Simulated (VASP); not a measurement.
# GaSb3 (Imm2) in VASP: single point with PBE

Aim: the single point of GaSb3 with PBE.

Program: VASP 6.6.1. These are calculated values, not measurements. Logs are shortened: lines on timing, memory, paths and dates and some standing lists are left out, and cuts for length are marked.

### Step 1. The cell of the first run

It takes space group Imm2 (No. 44, orthorhombic). Conventional cell: a = 5.276 Å, b = 5.276 Å, c = 7.461 Å, α = 90.00°, β = 90.00°, γ = 90.00°. Ga (site symmetry mm2) has 14 Sb at 3.11 to 3.73 Å within 4.1 Å. Sb (site symmetry mm2) has 4 Ga at 3.11 to 3.37 Å and 10 Sb at 3.11 to 3.96 Å within 4.1 Å. Sb (site symmetry mm2) has 10 Sb at 3.23 to 3.96 Å and 4 Ga at 3.23 Å within 4.3 Å. Within 4.1 Å of Sb (site symmetry mm2) lie 8 Sb at 3.11 to 3.37 Å and 6 Ga at 3.73 Å.

### Step 2. Single point, PBE (one atom moved)

INCAR reads:

```
SYSTEM = GaSb3
PREC = Accurate
ENCUT = 520
EDIFF = 1E-6
ISMEAR = 0
SIGMA = 0.1
LREAL = .FALSE.
LASPH = .TRUE.
NELM = 80
ALGO = Normal
ISIF = 2
LWAVE = .FALSE.
LCHARG = .FALSE.
GGA = PE
NBANDS = 22
```

KPOINTS reads:

```
regular mesh
0
G
  8 8 8
  0 0 0
```

POSCAR reads:

```
GaSb3
1.0
    0.0000000000      3.7305950000      3.7305950000
    3.7305950000      0.0000000000      3.7305950000
    3.7305950000      3.7305950000      0.0000000000
Ga Sb
1 3
Direct
    0.0000000000      0.0000000000      0.0000000000
    0.2801560475      0.2801560475      0.2198439525
    0.7500000000      0.7500000000      0.7500000000
    0.5000000000      0.5000000000      0.5000000000
```

Potentials or basis: VASP PAW PBE potentials, release 64 (Ga_d, Sb).

Command:

```console
$ cat potpaw_PBE.64/Ga_d/POTCAR potpaw_PBE.64/Sb/POTCAR > POTCAR
$ mpirun -np 1 vasp_std > vasp.out
```

OUTCAR:

```text
SYSTEM = GaSb3
   PREC = Accurate
   ENCUT = 520
   EDIFF = 1E-6
   ISMEAR = 0
   LREAL = .FALSE.
   LASPH = .TRUE.
   NELM = 80
   ISIF = 2
   GGA = PE

 ion  position               nearest neighbor table
   1  0.000  0.000  0.000-   2 3.11   2 3.11   3 3.23   3 3.23   3 3.23   3 3.23
   2  0.280  0.280  0.220-   1 3.11   1 3.11   4 3.11   4 3.11   4 3.37   4 3.37   3 3.51   3 3.74
                             3 3.74   3 3.74   3 3.74
   3  0.750  0.750  0.750-   4 3.23   4 3.23   4 3.23   1 3.23   4 3.23   1 3.23   1 3.23   1 3.23
                             2 3.51   2 3.74   2 3.74   2 3.74   2 3.74
   4  0.500  0.500  0.500-   2 3.11   2 3.11   3 3.23   3 3.23   3 3.23   3 3.23   2 3.37   2 3.37

  LATTYP: Found a face centered cubic cell.
 ALAT       =     7.4611900000

  Lattice vectors:

 A1 = (   0.0000000000,   3.7305950000,   3.7305950000)
 A2 = (   3.7305950000,   0.0000000000,   3.7305950000)
 A3 = (   3.7305950000,   3.7305950000,   0.0000000000)

Analysis of symmetry for initial positions (statically):
=====================================================================
 Subroutine PRICEL returns:
 Original cell was already a primitive cell.

 Routine SETGRP: Setting up the symmetry group for a
 face centered cubic supercell.

 Subroutine GETGRP returns: Found  4 space group operations
 (whereof  4 operations were pure point group operations)
 out of a pool of 48 trial point group operations.

The static configuration has the point symmetry C_2v.

Analysis of symmetry for dynamics (positions and initial velocities):
=====================================================================
 Subroutine PRICEL returns:
 Original cell was already a primitive cell.

 Routine SETGRP: Setting up the symmetry group for a
 face centered cubic supercell.

 Subroutine GETGRP returns: Found  4 space group operations
 (whereof  4 operations were pure point group operations)
 out of a pool of 48 trial point group operations.

The dynamic configuration has the point symmetry C_2v.

 Subroutine INISYM returns: Found  4 space group operations
 (whereof  4 operations are pure point group operations),
 and found     1 'primitive' translations

----------------------------------------------------------------------------------------

                                     Primitive cell

  volume of cell :     103.8399

  direct lattice vectors                    reciprocal lattice vectors
     0.000000000  3.730595000  3.730595000    -0.134026878  0.134026878  0.134026878
     3.730595000  0.000000000  3.730595000     0.134026878 -0.134026878  0.134026878
     3.730595000  3.730595000  0.000000000     0.134026878  0.134026878 -0.134026878

  length of vectors
     5.275858045  5.275858045  5.275858045     0.232141362  0.232141362  0.232141362

  position of ions in fractional coordinates (direct lattice)
     0.000000000  0.000000000  0.000000000
     0.280156048  0.280156048  0.219843952
     0.750000000  0.750000000  0.750000000
     0.500000000  0.500000000  0.500000000

  ion indices of the primitive-cell ions
   primitive index   ion index
                 1           1
                 2           2
                 3           3
                 4           4

----------------------------------------------------------------------------------------

 KPOINTS: regular mesh

Automatic generation of k-mesh.
 Grid dimensions read from file:
 generate k-points for:    8    8    8

 Generating k-lattice:

  Cartesian coordinates                     Fractional coordinates (reciprocal lattice)
    -0.016753360  0.016753360  0.016753360     0.125000000  0.000000000  0.000000000
     0.016753360 -0.016753360  0.016753360     0.000000000  0.125000000  0.000000000
     0.016753360  0.016753360 -0.016753360     0.000000000  0.000000000  0.125000000

  Length of vectors
     0.029017670  0.029017670  0.029017670

  Shift w.r.t. Gamma in fractional coordinates (k-lattice)
     0.000000000  0.000000000  0.000000000

 Subroutine IBZKPT returns following result:
 ===========================================

 Found     95 irreducible k-points:

 Following reciprocal coordinates:
            Coordinates               Weight
  0.000000  0.000000  0.000000      1.000000
  0.125000  0.000000  0.000000      4.000000
  0.000000  0.000000  0.125000      4.000000
  0.250000  0.000000  0.000000      4.000000
  0.000000  0.000000  0.250000      4.000000
  0.375000  0.000000  0.000000      4.000000
[... 16 lines left out ...]
  0.125000  0.125000 -0.375000      4.000000
 -0.375000  0.125000  0.000000      4.000000
 [... further k-points ...]
   k-points           NKPTS =     95   k-points in BZ     NKDIM =     95   number of bands    NBANDS=     22
   number of dos      NEDOS =    301   number of ions     NIONS =      4
   total plane-waves  NPLWV =  64000
   dimension x,y,z NGX =    40 NGY =   40 NGZ =   40
   dimension x,y,z NGXF=    80 NGYF=   80 NGZF=   80
   ions per type =               1   3
   NGX,Y,Z   is equivalent  to a cutoff of  12.60, 12.60, 12.60 a.u.
   NGXF,Y,Z  is equivalent  to a cutoff of  25.21, 25.21, 25.21 a.u.
 SYSTEM =  GaSb3
   PREC   = accura    normal or accurate (medium, high low for compatibility)
   ISTART =      0    job   : 0-new  1-cont  2-samecut
   ICHARG =      2    charge: 1-file 2-atom 10-const
   ISPIN  =      1    spin polarized calculation?
   LNONCOLLINEAR =      F non collinear calculations
   LSORBIT =      F    spin-orbit coupling
   LASPH  =      T    aspherical Exc in radial PAW
   ENCUT  =  520.0 eV  38.22 Ry    6.18 a.u.   9.81  9.81  9.81*2*pi/ulx,y,z
   NELM   =     80;   NELMIN=  2; NELMDL= -5     # of ELM steps
   EDIFF  = 0.1E-05   stopping-criterion for ELM
   LREAL  =      F    real-space projection
   EDIFFG = 0.1E-04   stopping-criterion for IOM
   NSW    =      0    number of steps for IOM
   IBRION =     -1    ionic relax: 0-MD 1-quasi-New 2-CG
   NFREE  =      0    steps in history (QN), initial steepest desc. (CG)
   ISIF   =      2    stress and relaxation
   ISYM   =      2    0-nonsym 1-usesym 2-fastsym
   POTIM  = 0.5000    time-step for ionic-motion
   TEBEG  =    0.0;   TEEND  =   0.0 temperature during run
   PSTRESS=    0.0 pullay stress
   NELECT =      28.0000    total number of electrons
   NUPDOWN=      -1.0000    fix difference up-down
   EMIN   =  10.00;   EMAX   =-10.00  energy-range for DOS
   EFERMI =   0.00;   METHOD = LEGACY
   ISMEAR =     0;   SIGMA  =   0.10  broadening in eV -4-tet -1-fermi 0-gaus
   EFERMI_NEDOS =   21; number of points for ismear=-14 and -15
   IALGO  =     38    algorithm
   IMIX   =      4    mixing-type and parameters
     AMIX     =   0.40;   BMIX     =  1.00
     AMIX_MAG =   1.60;   BMIX_MAG =  1.00
  volume/ion in A,a.u.               =      25.96       175.19
  Fermi-wavevector in a.u.,A,eV,Ry     =   1.057644  1.998657 15.219617  1.118610
  Thomas-Fermi vector in A             =   2.192924
   LORBIT       =      0    0 simple, 1 ext, 2 COOP (PROOUT), +10 PAW based schemes
   GGA     = PE    functional components
   LHFCALC =     F    Hartree Fock is set to
   AEXX    =    0.0000 exact exchange contribution
   IVDW    =     0    specifies the selected vdW correction
   LEPSILON=     F    determine dielectric tensor
   LRPA    =     F    only Hartree local field effects (RPA)
 non-spin polarized calculation
 Gauss-broadening in eV      SIGMA  =   0.10
  energy-cutoff  :      520.00
  volume of cell :      103.84
 maximum number of plane-waves:      2826
   NGX = 19   NGY = 19   NGZ = 19

 number of electron      28.0000013 magnetization

 Free energy of the ion-electron system (eV)
  ---------------------------------------------------
  ext. energy  EPLUGINS =         0.00000000
  ---------------------------------------------------
  free energy    TOTEN  =       -14.50099957 eV

  energy without entropy =      -14.48771253  energy(sigma->0) =      -14.49435605

 E-fermi :   7.5289     XC(G=0): -10.1837

 val. band max:        7.5250181650   @ k =  -0.2500   0.2500   0.0000
 cond. band min:       7.5340503389   @ k =   0.3750   0.1250  -0.2500
 fundamental gap:      0.0090321739
 Fermi energy:         7.5288930021

 k-point     1 :       0.0000    0.0000    0.0000
  band No.  band energies     occupation
      1      -7.3592      2.00000
      2      -7.3574      2.00000
      3      -7.3536      2.00000
      4      -7.3440      2.00000
      5      -7.3419      2.00000
      6      -5.0181      2.00000
[... 14 lines left out ...]
     21      14.1429      0.00000
     22      14.3081      0.00000

 k-point     2 :       0.1250    0.0000    0.0000
  band No.  band energies     occupation
      1      -7.3591      2.00000
      2      -7.3571      2.00000
      3      -7.3540      2.00000
      4      -7.3441      2.00000
      5      -7.3418      2.00000
      6      -4.9025      2.00000
[... 14 lines left out ...]
     21      13.2818      0.00000
     22      13.8818      0.00000

 k-point     3 :       0.0000    0.0000    0.1250
  band No.  band energies     occupation
      1      -7.3595      2.00000
      2      -7.3575      2.00000
      3      -7.3532      2.00000
      4      -7.3441      2.00000
      5      -7.3421      2.00000
      6      -4.8958      2.00000
[... 14 lines left out ...]
     21      13.1642      0.00000
     22      13.9875      0.00000

 k-point     4 :       0.2500    0.0000    0.0000
  band No.  band energies     occupation
      1      -7.3591      2.00000
      2      -7.3564      2.00000
      3      -7.3548      2.00000
      4      -7.3444      2.00000
      5      -7.3416      2.00000
      6      -4.5634      2.00000
[... 14 lines left out ...]
     21      12.6054      0.00000
     22      13.0318      0.00000

 k-point     5 :       0.0000    0.0000    0.2500
  band No.  band energies     occupation
      1      -7.3611      2.00000
      2      -7.3569      2.00000
      3      -7.3525      2.00000
      4      -7.3442      2.00000
      5      -7.3426      2.00000
      6      -4.5313      2.00000
[... 14 lines left out ...]
     21      12.6138      0.00000
     22      13.1075      0.00000

 k-point     6 :       0.3750    0.0000    0.0000
  band No.  band energies     occupation
      1      -7.3599      2.00000
      2      -7.3557      2.00000
      3      -7.3552      2.00000
      4      -7.3446      2.00000
      5      -7.3412      2.00000
      6      -4.0460      2.00000
[... 14 lines left out ...]
     21      11.9462      0.00000
     22      14.3869      0.00000

 k-point     7 :       0.0000    0.0000    0.3750
  band No.  band energies     occupation
      1      -7.3631      2.00000
      2      -7.3560      2.00000
      3      -7.3519      2.00000
      4      -7.3443      2.00000
      5      -7.3431      2.00000
      6      -3.9384      2.00000
[... 324 lines left out ...]
      6      -3.6106      2.00000
[... 14 lines left out ...]
     21      12.6336      0.00000
     22      14.9336      0.00000

 k-point    21 :       0.0000    0.5000    0.1250
  band No.  band energies     occupation
      1      -7.3597      2.00000
      2      -7.3563      2.00000
      3      -7.3548      2.00000
      4      -7.3451      2.00000
      5      -7.3411      2.00000
      6      -3.6132      2.00000
[... 14 lines left out ...]
     21      12.6659      0.00000
     22      14.9104      0.00000

 k-point    22 :       0.1250    0.0000    0.5000
  band No.  band energies     occupation
      1      -7.3629      2.00000
      2      -7.3559      2.00000
      3      -7.3522      2.00000
      4      -7.3448      2.00000
      5      -7.3430      2.00000
      6      -3.3552      2.00000
[... 14 lines left out ...]
     21      12.4745      0.00000
     22      14.9381      0.00000

 k-point    23 :       0.1250    0.1250   -0.3750
  band No.  band energies     occupation
      1      -7.3636      2.00000
      2      -7.3562      2.00000
      3      -7.3513      2.00000
      4      -7.3441      2.00000
      5      -7.3439      2.00000
      6      -3.3758      2.00000
[... 14 lines left out ...]
     21      12.5284      0.00000
     22      14.8868      0.00000

 k-point    24 :      -0.3750    0.1250    0.0000
  band No.  band energies     occupation
      1      -7.3596      2.00000
      2      -7.3558      2.00000
      3      -7.3553      2.00000
      4      -7.3448      2.00000
      5      -7.3414      2.00000
      6      -3.7723      2.00000
[... 14 lines left out ...]
     21      12.5149      0.00000
     22      14.6657      0.00000

 [... further k-points ...]

------------------------ aborting loop because EDIFF is reached ----------------------------------------

  FORCE on cell =-STRESS in cart. coord.  units (eV):
  Direction    XX          YY          ZZ          XY          YZ          ZX
  --------------------------------------------------------------------------------------
  -------------------------------------------------------------------------------------
  Total       -0.2689038     -0.2689038     -0.3249921      0.3401039      0.0000000      0.0000000
  in kB       -4.1489972     -4.1489972     -5.0144015      5.2475650      0.0000000      0.0000000
  external PRESSURE =      -4.4374653 kB  Pullay stress =       0.0000000 kB

 VOLUME and BASIS-vectors are now :
 -----------------------------------------------------------------------------
  energy-cutoff  :      520.00
  volume of cell :      103.84
      direct lattice vectors                 reciprocal lattice vectors
     0.000000000  3.730595000  3.730595000    -0.134026878  0.134026878  0.134026878
     3.730595000  0.000000000  3.730595000     0.134026878 -0.134026878  0.134026878
     3.730595000  3.730595000  0.000000000     0.134026878  0.134026878 -0.134026878

 POSITION                                       TOTAL-FORCE (eV/Angst)
 -----------------------------------------------------------------------------------
      0.00000      0.00000      0.00000         0.000000      0.000000      0.022717
      1.86530      1.86530      2.09030         0.000000      0.000000     -0.455118
      5.59589      5.59589      5.59589         0.000000      0.000000      0.283675
      3.73060      3.73060      3.73060         0.000000      0.000000      0.148726
 -----------------------------------------------------------------------------------
    total drift:                               -0.000000     -0.000000      0.000053

  FREE ENERGIE OF THE ION-ELECTRON SYSTEM (eV)
  ---------------------------------------------------
  free  energy   TOTEN  =       -14.5009995723 eV

  energy  without entropy=      -14.4877125269  energy(sigma->0) =      -14.49435605
```

It took 69 s on 1 thread of Intel Xeon 6975P-C (Granite Rapids), shared host; peak memory 0.38 GiB.

What came out:

```yaml
Free_energy: -14.5010 eV
Pressure: -0.4 GPa
Largest_force: 0.455 eV/Å
Band_gap_on_the_k_mesh: zero (band 14 reaches 8.83 eV, above the bottom of band 15 at 5.55 eV)
```

Forces on the atoms (eV/Å):
```
Ga   0.000  0.000  0.023
Sb   0.000  0.000 -0.455
Sb   0.000  0.000  0.284
Sb   0.000  0.000  0.149
```

Caveat: the cell differs from its parent crystal (one atom moved); spin-orbit coupling is left out, which moves the levels of the heavy elements.
